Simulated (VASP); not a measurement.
# BaH2 (P6_3/mmc) in VASP: a series of runs

The runs below take BaH2 through relaxation of shape and atoms at fixed volume, relaxation of cell and atoms, with PBEsol.

Everything below comes from runs of VASP 6.6.1. Logs are shortened: lines on timing, memory, paths and dates and some standing lists are left out, and cuts for length are marked.

## (1) The cell of the first run

It takes space group P6_3/mmc (No. 194, hexagonal). The conventional cell has a = 4.456 Å, b = 4.456 Å, c = 5.948 Å, α = 90.00°, β = 90.00°, γ = 120.00°. Ba (site symmetry -6m2) has 11 H at 2.57 to 2.97 Å within 3.4 Å. H (site symmetry -6m2) has 5 Ba at 2.57 to 2.97 Å and 6 H at 2.97 Å within 3.4 Å. Within 3.9 Å of H (site symmetry -3m) lie 6 Ba at 2.97 Å and 8 H at 2.97 Å.

## (2) Relaxation of shape and atoms at fixed volume, PBEsol (17.05 Å³/atom)

INCAR

```
SYSTEM = BaH2
  PREC = Accurate
  ENCUT = 600
  EDIFF = 1E-6
  ISMEAR = 0
  SIGMA = 0.02
  LREAL = .False.
  LASPH = .True.
  NELM = 60
  ALGO = Normal
  ISIF = 4
  LWAVE = .False.
  LCHARG = .False.
  GGA = PS
  IBRION = 2
  NSW = 50
  EDIFFG = -0.01
```

KPOINTS

```
regular mesh
0
Gamma
  9 9 6
  0 0 0
```

POSCAR

```
BaH2
1.0
    4.4559272732      0.0000000000      0.0000000000
   -2.2279636366      3.8589462160      0.0000000000
    0.0000000000      0.0000000000      5.9480787700
Ba H
2 4
Direct
    0.6666666667      0.3333333333      0.7500000000
    0.3333333333      0.6666666667      0.2500000000
    0.3333333333      0.6666666667      0.7500000000
    0.6666666667      0.3333333333      0.2500000000
    0.0000000000      0.0000000000      0.5000000000
    0.0000000000      0.0000000000      0.0000000000
```

Potentials or basis: VASP PAW PBE potentials, release 64 (Ba_sv, H).

Run with:

```console
$ cat potpaw_PBE.64/Ba_sv/POTCAR potpaw_PBE.64/H/POTCAR > POTCAR
$ mpirun -np 1 vasp_std > vasp.out
```

OUTCAR:

```text
SYSTEM = BaH2
   PREC = Accurate
   ENCUT = 600
   EDIFF = 1E-6
   ISMEAR = 0
   LREAL = .False.
   LASPH = .True.
   NELM = 60
   ISIF = 4
   GGA = PS
   IBRION = 2
   NSW = 50
   EDIFFG = -0.01

 ion  position               nearest neighbor table
   1  0.667  0.333  0.750-   3 2.57   3 2.57   3 2.57   2 3.93   2 3.93   2 3.93   2 3.93   2 3.93
                             2 3.93
   2  0.333  0.667  0.250-   4 2.57   4 2.57   4 2.57   1 3.93   1 3.93   1 3.93   1 3.93   1 3.93
                             1 3.93
   3  0.333  0.667  0.750-   1 2.57   1 2.57   1 2.57
   4  0.667  0.333  0.250-   2 2.57   2 2.57   2 2.57
   5  0.000  0.000  0.500-
   6  0.000  0.000  0.000-

  LATTYP: Found a hexagonal cell.
 ALAT       =     4.4559272732
 C/A-ratio  =     1.3348689073

  Lattice vectors:

 A1 = (   4.4559272732,   0.0000000000,   0.0000000000)
 A2 = (  -2.2279636366,   3.8589462160,   0.0000000000)
 A3 = (   0.0000000000,   0.0000000000,   5.9480787700)

Analysis of symmetry for initial positions (statically):
=====================================================================
 Subroutine PRICEL returns:
 Original cell was already a primitive cell.

 Routine SETGRP: Setting up the symmetry group for a
 hexagonal supercell.

 Subroutine GETGRP returns: Found 24 space group operations
 (whereof 12 operations were pure point group operations)
 out of a pool of 24 trial point group operations.

The static configuration has the point symmetry D_3d.
 The point group associated with its full space group is D_6h.

Analysis of symmetry for dynamics (positions and initial velocities):
=====================================================================
 Subroutine PRICEL returns:
 Original cell was already a primitive cell.

 Routine SETGRP: Setting up the symmetry group for a
 hexagonal supercell.

 Subroutine GETGRP returns: Found 24 space group operations
 (whereof 12 operations were pure point group operations)
 out of a pool of 24 trial point group operations.

The dynamic configuration has the point symmetry D_3d.
 The point group associated with its full space group is D_6h.

 Subroutine INISYM returns: Found 24 space group operations
 (whereof 12 operations are pure point group operations),
 and found     1 'primitive' translations

----------------------------------------------------------------------------------------

                                     Primitive cell

  volume of cell :     102.2783

  direct lattice vectors                    reciprocal lattice vectors
     4.455927273  0.000000000  0.000000000     0.224420180  0.129569051  0.000000000
    -2.227963637  3.858946216  0.000000000     0.000000000  0.259138102  0.000000000
     0.000000000  0.000000000  5.948078770     0.000000000  0.000000000  0.168121513

  length of vectors
     4.455927273  4.455927273  5.948078770     0.259138102  0.259138102  0.168121513

  position of ions in fractional coordinates (direct lattice)
     0.666666667  0.333333333  0.750000000
     0.333333333  0.666666667  0.250000000
     0.333333333  0.666666667  0.750000000
     0.666666667  0.333333333  0.250000000
     0.000000000  0.000000000  0.500000000
     0.000000000  0.000000000  0.000000000

  ion indices of the primitive-cell ions
   primitive index   ion index
                 1           1
                 2           2
                 3           3
                 4           4
                 5           5
                 6           6

----------------------------------------------------------------------------------------

 KPOINTS: regular mesh

Automatic generation of k-mesh.
 Grid dimensions read from file:
 generate k-points for:    9    9    6

 Generating k-lattice:

  Cartesian coordinates                     Fractional coordinates (reciprocal lattice)
     0.024935576  0.014396561  0.000000000     0.111111111 -0.000000000  0.000000000
     0.000000000  0.028793122  0.000000000     0.000000000  0.111111111  0.000000000
     0.000000000  0.000000000  0.028020252     0.000000000  0.000000000  0.166666667

  Length of vectors
     0.028793122  0.028793122  0.028020252

  Shift w.r.t. Gamma in fractional coordinates (k-lattice)
     0.000000000  0.000000000  0.000000000

 Subroutine IBZKPT returns following result:
 ===========================================

 Found     48 irreducible k-points:

 Following reciprocal coordinates:
            Coordinates               Weight
  0.000000  0.000000  0.000000      1.000000
  0.111111 -0.000000  0.000000      6.000000
  0.222222 -0.000000  0.000000      6.000000
  0.333333 -0.000000  0.000000      6.000000
  0.444444 -0.000000  0.000000      6.000000
  0.111111  0.111111  0.000000      6.000000
[... 16 lines left out ...]
  0.333333  0.222222  0.166667     24.000000
  0.333333  0.333333  0.166667      4.000000
 [... further k-points ...]
   k-points           NKPTS =     48   k-points in BZ     NKDIM =     48   number of bands    NBANDS=     16
   number of dos      NEDOS =    301   number of ions     NIONS =      6
   total plane-waves  NPLWV =  62208
   dimension x,y,z NGX =    36 NGY =   36 NGZ =   48
   dimension x,y,z NGXF=    72 NGYF=   72 NGZF=   96
   ions per type =               2   4
   NGX,Y,Z   is equivalent  to a cutoff of  13.43, 13.43, 13.42 a.u.
   NGXF,Y,Z  is equivalent  to a cutoff of  26.86, 26.86, 26.83 a.u.
 SYSTEM =  BaH2
   PREC   = accura    normal or accurate (medium, high low for compatibility)
   ISTART =      0    job   : 0-new  1-cont  2-samecut
   ICHARG =      2    charge: 1-file 2-atom 10-const
   ISPIN  =      1    spin polarized calculation?
   LNONCOLLINEAR =      F non collinear calculations
   LSORBIT =      F    spin-orbit coupling
   LASPH  =      T    aspherical Exc in radial PAW
   ENCUT  =  600.0 eV  44.10 Ry    6.64 a.u.   8.90  8.90 11.88*2*pi/ulx,y,z
   NELM   =     60;   NELMIN=  2; NELMDL= -5     # of ELM steps
   EDIFF  = 0.1E-05   stopping-criterion for ELM
   LREAL  =      F    real-space projection
   EDIFFG = -.1E-01   stopping-criterion for IOM
   NSW    =     50    number of steps for IOM
   IBRION =      2    ionic relax: 0-MD 1-quasi-New 2-CG
   NFREE  =      1    steps in history (QN), initial steepest desc. (CG)
   ISIF   =      4    stress and relaxation
   ISYM   =      2    0-nonsym 1-usesym 2-fastsym
   POTIM  = 0.5000    time-step for ionic-motion
   TEBEG  =    0.0;   TEEND  =   0.0 temperature during run
   PSTRESS=    0.0 pullay stress
   NELECT =      24.0000    total number of electrons
   NUPDOWN=      -1.0000    fix difference up-down
   EMIN   =  10.00;   EMAX   =-10.00  energy-range for DOS
   EFERMI =   0.00;   METHOD = LEGACY
   ISMEAR =     0;   SIGMA  =   0.02  broadening in eV -4-tet -1-fermi 0-gaus
   EFERMI_NEDOS =   21; number of points for ismear=-14 and -15
   IALGO  =     38    algorithm
   IMIX   =      4    mixing-type and parameters
     AMIX     =   0.40;   BMIX     =  1.00
     AMIX_MAG =   1.60;   BMIX_MAG =  1.00
  volume/ion in A,a.u.               =      17.05       115.03
  Fermi-wavevector in a.u.,A,eV,Ry     =   1.009758  1.908166 13.872659  1.019612
  Thomas-Fermi vector in A             =   2.142706
   LORBIT       =      0    0 simple, 1 ext, 2 COOP (PROOUT), +10 PAW based schemes
   GGA     = PS    functional components
   LHFCALC =     F    Hartree Fock is set to
   AEXX    =    0.0000 exact exchange contribution
   IVDW    =     0    specifies the selected vdW correction
   LEPSILON=     F    determine dielectric tensor
   LRPA    =     F    only Hartree local field effects (RPA)
 conjugate gradient relaxation of ions
 non-spin polarized calculation
 Gauss-broadening in eV      SIGMA  =   0.02
  energy-cutoff  :      600.00
  volume of cell :      102.28
 maximum number of plane-waves:      3433
 NGX is ok and might be reduce to    36
   NGX = 17   NGY = 17   NGZ = 23

--------------------------------------- Ionic step        1  -------------------------------------------

 number of electron      23.9999999 magnetization

 Free energy of the ion-electron system (eV)
  ---------------------------------------------------
  ext. energy  EPLUGINS =         0.00000000
  ---------------------------------------------------
  free energy    TOTEN  =       -20.45386770 eV

  energy without entropy =      -20.45386770  energy(sigma->0) =      -20.45386770

------------------------ aborting loop because EDIFF is reached ----------------------------------------

  FORCE on cell =-STRESS in cart. coord.  units (eV):
  Direction    XX          YY          ZZ          XY          YZ          ZX
  --------------------------------------------------------------------------------------
  -------------------------------------------------------------------------------------
  Total       -0.8720466     -0.8720466     -0.6248067      0.0000000     -0.0000000     -0.0000000
  in kB      -13.6605048    -13.6605048     -9.7875217      0.0000000     -0.0000000     -0.0000000
  external PRESSURE =     -12.3695104 kB  Pullay stress =       0.0000000 kB
[... 105 lines left out ...]
  energy  without entropy=      -20.4544225889  energy(sigma->0) =      -20.45442259

--------------------------------------- Ionic step        4  -------------------------------------------

 number of electron      23.9999999 magnetization

 Free energy of the ion-electron system (eV)
  ---------------------------------------------------
  ext. energy  EPLUGINS =         0.00000000
  ---------------------------------------------------
  free energy    TOTEN  =       -20.45447413 eV

  energy without entropy =      -20.45447413  energy(sigma->0) =      -20.45447413

 E-fermi :   1.2474     XC(G=0):  -8.9207

 val. band max:        1.1518205155   @ k =   0.0000   0.0000   0.0000
 cond. band min:       2.6018117752   @ k =   0.3333   0.3333   0.5000
 fundamental gap:      1.4499912597
 Fermi energy:         1.2474439807

 k-point     1 :       0.0000    0.0000    0.0000
  band No.  band energies     occupation
      1     -25.9362      2.00000
      2     -25.7411      2.00000
      3     -11.8202      2.00000
      4     -10.9497      2.00000
      5     -10.9497      2.00000
      6     -10.6791      2.00000
[... 8 lines left out ...]
     15       4.8535      0.00000
     16       4.8558      0.00000
[... 420 lines left out ...]
  band No.  band energies     occupation
      1     -25.7993      2.00000
      2     -25.7993      2.00000
      3     -11.4369      2.00000
      4     -11.4369      2.00000
      5     -11.3910      2.00000
      6     -10.9587      2.00000
[... 8 lines left out ...]
     15       5.2093      0.00000
     16       6.4239      0.00000

 [... further k-points ...]
[... 5 lines left out ...]
  --------------------------------------------------------------------------------------
  -------------------------------------------------------------------------------------
  Total       -0.6946604     -0.6946604     -0.7719398      0.0000000      0.0000000      0.0000000
  in kB      -10.8817712    -10.8817712    -12.0923442      0.0000000      0.0000000      0.0000000
  external PRESSURE =     -11.2852955 kB  Pullay stress =       0.0000000 kB
[... 21 lines left out ...]
  FREE ENERGIE OF THE ION-ELECTRON SYSTEM (eV)
  ---------------------------------------------------
  free  energy   TOTEN  =       -20.4544741308 eV

  energy  without entropy=      -20.4544741308  energy(sigma->0) =      -20.45447413

 reached required accuracy - stopping structural energy minimisation
```

Run time: 2.9 min. Hardware: 1 thread of AMD EPYC 7R13, shared host; peak memory 0.3 GiB.

What came out:

| Item | Value |
| --- | --- |
| Free energy | -20.4545 eV |
| Energy gained by relaxing | 0.1 meV/atom |
| Ionic steps | 4 |
| Pressure after relaxing | -1.1 GPa |
| Band gap on the k mesh | 1.45 eV (least direct gap 2.52 eV) |

The path:
| step | energy change (eV) | largest force (eV/Å) | pressure (GPa) | volume (Å³) |
| --- | --- | --- | --- | --- |
| 1 | 0.0000 | 0.0000 | -1.24 | 102.28 |
| 2 | -0.0003 | 0.0000 | -1.22 | 102.28 |
| 3 | -0.0006 | 0.0000 | -1.19 | 102.28 |
| 4 | -0.0006 | 0.0000 | -1.13 | 102.28 |

Final structure:
```
Ba H
1.0
     4.44061    0.00000    0.00000
    -2.22031    3.84568    0.00000
     0.00000    0.00000    5.98917
Ba H
2 4
Direct
  0.66667 0.33333 0.75000
  0.33333 0.66667 0.25000
  0.33333 0.66667 0.75000
  0.66667 0.33333 0.25000
  0.00000 0.00000 0.50000
  0.00000 0.00000 0.00000
```

Caveat: the PAW data sets were made with another functional, which shifts forces and pressure a little; spin-orbit coupling is left out, which moves the levels of the heavy elements.

[end of part 1 of 2]
